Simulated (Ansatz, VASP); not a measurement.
## Sc: VASP beside Ansatz

INCAR

```
SYSTEM = Sc
  AGGAC = 1.0
  AGGAX = 1.0
  ALDAC = 0.0
  ALDAX = 1.0
  ALGO = Normal
  EDIFF = 1E-7
  ENCUT = 520
  GGA = B5
  ISIF = 2
  ISMEAR = -1
  LASPH = .True.
  LCHARG = .False.
  LREAL = .False.
  LWAVE = .False.
  NBANDS = 30
  NELM = 100
  PREC = Accurate
  SIGMA = 0.1
```

File KPOINTS:

```
k-points
0
Gamma
  12 12 4
  0 0 0
```

Contents of POSCAR:

```
Sc
1.0
    3.4385607638      0.0000000000      0.0000000000
   -1.7192803819      2.9778809739      0.0000000000
    0.0000000000      0.0000000000     10.9609564652
Sc
4
Direct
    0.0000000000      1.0000000000      1.0000000000
    0.0000000000      1.0000000000      0.5000000000
    0.3333333333      0.6666666667      0.2500000000
    0.6666666667      0.3333333333      0.7500000000
```

Input for Ansatz:

```yaml
crystal:
  lattice:
    - [3.4385607638, 0.0, 0.0]
    - [-1.7192803819, 2.9778809739, 0.0]
    - [0.0, 0.0, 10.9609564652]
  atoms:
    - { symbol: Sc, position: [0.0, 1.0, 1.0] }
    - { symbol: Sc, position: [0.0, 1.0, 0.5] }
    - { symbol: Sc, position: [0.3333333333, 0.6666666667, 0.25] }
    - { symbol: Sc, position: [0.6666666667, 0.3333333333, 0.75] }
hamiltonian:
  xc: blyp
  pseudopotentials:
    kind: paw
    azcp:
      Sc: "pseudopotentials/Sc.paw.azcp"
basis:
  ecutwfc: 420
  fft_grid_basis: typed
kpoints:
  mp_grid: { grid: [12, 12, 4], shift: [0, 0, 0] }
magnetization:
  spin_polarized: false
scf:
  occupations: { method: fermi_dirac, width: 0.1 }
  lower_state_search: "off"
output:
  stress: true
```

Alike in both runs: task single point; functional BLYP; k mesh 12 × 12 × 4; occupations fermi-dirac, width 0.1 eV; no spin polarisation.

```csv
,VASP,Ansatz
version,VASP 6.6.1,Ansatz 0.2.0
potentials or method,"VASP PAW PBE potentials, release 64 (Sc_sv), cutoff 520 eV","plane waves (420 eV) with PAW, scalar-relativistic"
valence electrons in the cell,44,44
```

```tsv
	VASP	Ansatz	Ansatz less VASP
pressure (GPa)	-4.6	-4.6	0.00
```

VASP's potentials were made for PBE, not for BLYP. The functional is the same, so the differences come from potentials, cutoffs and numerics.
